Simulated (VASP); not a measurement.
# SiC (Moissanite) (P6_3mc) in VASP: settings compared, part 2 of 2

VASP 6.6.1. Earlier steps stand in the parts before.

### 4 Vibrations by perturbation theory, LDA

INCAR reads:

```
SYSTEM = SiC
PREC     = Accurate       ! precision mode
ENCUT    = 520            ! plane-wave cutoff, eV
EDIFF    = 1E-8           ! SCF threshold, eV
ISMEAR   = 0              ! smearing method
SIGMA    = 0.01           ! smearing width, eV
LREAL    = .False.        ! projectors in reciprocal space
LASPH    = .True.         ! aspherical terms in the spheres
NELM     = 60             ! most SCF steps
ALGO     = Normal         ! electronic algorithm
ISIF     = 2              ! what is computed and relaxed
LWAVE    = .False.        ! write WAVECAR
LCHARG   = .True.         ! write CHGCAR
GGA      = CA             ! functional
IBRION   = 8              ! ionic algorithm
NSW      = 1              ! ionic steps
LEPSILON = .True.         ! dielectric tensor by DFPT
```

KPOINTS reads:

```
regular mesh
0
Gamma
  7 7 4
  0 0 0
```

POSCAR reads:

```
SiC
1.0
    3.0760000000      0.0000000000      0.0000000000
   -1.5380000000      2.6638941420      0.0000000000
    0.0000000000      0.0000000000      5.0480000000
Si C
2 2
Direct
    0.6666666667      0.3333333333      0.5000000000
    0.3333333333      0.6666666667      0.0000000000
    0.6666666667      0.3333333333      0.8850000000
    0.3333333333      0.6666666667      0.3850000000
```

Potentials or basis: VASP PAW LDA potentials, release 64 (Si, C).

Started as:

```bash
$ cat potpaw_LDA.64/Si/POTCAR potpaw_LDA.64/C/POTCAR > POTCAR
$ mpirun -np 1 vasp_std > vasp.out
```

OUTCAR:

```text
SYSTEM = SiC
   PREC = Accurate
   ENCUT = 520
   EDIFF = 1E-8
   ISMEAR = 0
   LREAL = .False.
   LASPH = .True.
   NELM = 60
   ISIF = 2
   GGA = CA
   IBRION = 8
   NSW = 1
   LEPSILON = .True.

 ion  position               nearest neighbor table
   1  0.667  0.333  0.500-   4 1.87   4 1.87   4 1.87   3 1.94   2 3.09   2 3.09   2 3.09   2 3.09
                             2 3.09   2 3.09
   2  0.333  0.667  0.000-   3 1.87   3 1.87   3 1.87   4 1.94   1 3.09   1 3.09   1 3.09   1 3.09
                             1 3.09   1 3.09
[... 792 lines left out ...]
      1.538000  0.887965  2.524000    -0.000000    0.000000    0.591754
     -0.000000  1.775929  0.000000    -0.000000    0.000000    0.591754
      1.538000  0.887965  4.467480    -0.000000    0.000000    0.387075
     -0.000000  1.775929  1.943480    -0.000000    0.000000    0.387075

--------------------------------------------------------------------------------------------------------

 MACROSCOPIC STATIC DIELECTRIC TENSOR IONIC CONTRIBUTION
 ------------------------------------------------------
           3.025683     0.000000     0.000000
           0.000000     3.025683    -0.000000
           0.000000    -0.000000     5.199124
 ------------------------------------------------------

 ELASTIC MODULI CONTR FROM IONIC RELAXATION (kBar)
 Direction    XX          YY          ZZ          XY          YZ          ZX
 --------------------------------------------------------------------------------
 XX        -530.8401    265.0382    160.5652      0.0000     -0.0000     -0.0000
 YY         265.0382   -530.8401    160.5652     -0.0000      0.0000      0.0000
 ZZ         160.5652    160.5652   -193.9878     -0.0000     -0.0000      0.0000
 XY           0.0000     -0.0000     -0.0000   -397.9392     -0.0000      0.0000
 YZ          -0.0000      0.0000     -0.0000     -0.0000    -94.5201     -0.0000
 ZX          -0.0000      0.0000      0.0000      0.0000     -0.0000   -100.6138
 --------------------------------------------------------------------------------

 PIEZOELECTRIC TENSOR IONIC CONTR  for field in x, y, z        (C/m^2)
          XX          YY          ZZ          XY          YZ          ZX
  --------------------------------------------------------------------------------
  x    -0.00000     0.00000     0.00000    -0.00000    -0.00000    -0.51917
  y    -0.00000     0.00000    -0.00000    -0.00000    -0.50321    -0.00000
  z    -0.78217    -0.78217     0.94498     0.00000     0.00000    -0.00000
```

stdout:

```text
POSCAR found type information on POSCAR SiC
 POSCAR found :  2 types and       4 ions
 scaLAPACK will be used
 LDA part: xc-table for (Slater(with rela. corr.)+CA(PZ))
 , standard interpolation
 POSCAR, INCAR and KPOINTS ok, starting setup
 FFT: planning ... GRIDC
 FFT: planning ... GRID_SOFT
 FFT: planning ... GRID
[... 33 lines left out ...]
 first order change of Fermi-energy   0.91579E+00
 force on displaced ion       1 direction 3 :  -0.000   0.000 -23.116
 Born effective charge ion    1 direction 3 :   0.000   0.000   2.915
 Linear response progress:
 first order change of Fermi-energy  -0.43349E-04
 force on displaced ion       3 direction 1 : -20.878   0.002  -0.000
 Born effective charge ion    3 direction 1 :  -2.713  -0.000  -0.000
 Linear response progress:
 first order change of Fermi-energy  -0.50193E+00
 force on displaced ion       3 direction 3 :  -0.000  -0.000 -20.526
 Born effective charge ion    3 direction 3 :   0.000  -0.000  -2.894
 Born effective charges drift removed
 Linear response finished
```

Run time: 4.6 min. Hardware: 1 thread of Intel Xeon 6975P-C, shared host; peak memory 0.26 GiB.

Results:

```
Electronic dielectric tensor (diagonal)                 : 7.11, 7.11, 7.38
Born charges (mean of the diagonal)                     : Si +2.76; C -2.76 e
Highest phonon frequency at Γ, LO-TO splitting left out : 820 cm⁻¹
```

Phonon frequencies in cm⁻¹ (negative: imaginary):
```tsv
q point	frequencies
(0.000, 0.000, 0.000)	0 0 0 262 262 551 678 784 786 786 820 820
```

Electronic dielectric tensor:
```
7.11 0.00 0.00
0.00 7.11 0.00
0.00 0.00 7.38
```

Born effective charge tensors (e):
atom 1, Si
```
2.68 0.00 0.00
0.00 2.68 0.00
0.00 0.00 2.91
```
atom 2, Si
```
2.68 0.00 0.00
0.00 2.68 0.00
0.00 0.00 2.91
```
atom 3, C
```
-2.68  0.00  0.00
 0.00 -2.68  0.00
 0.00  0.00 -2.91
```
atom 4, C
```
-2.68  0.00  0.00
 0.00 -2.68  0.00
 0.00  0.00 -2.91
```

Caveat: the cell wasn't relaxed at this level first, which shifts response properties.
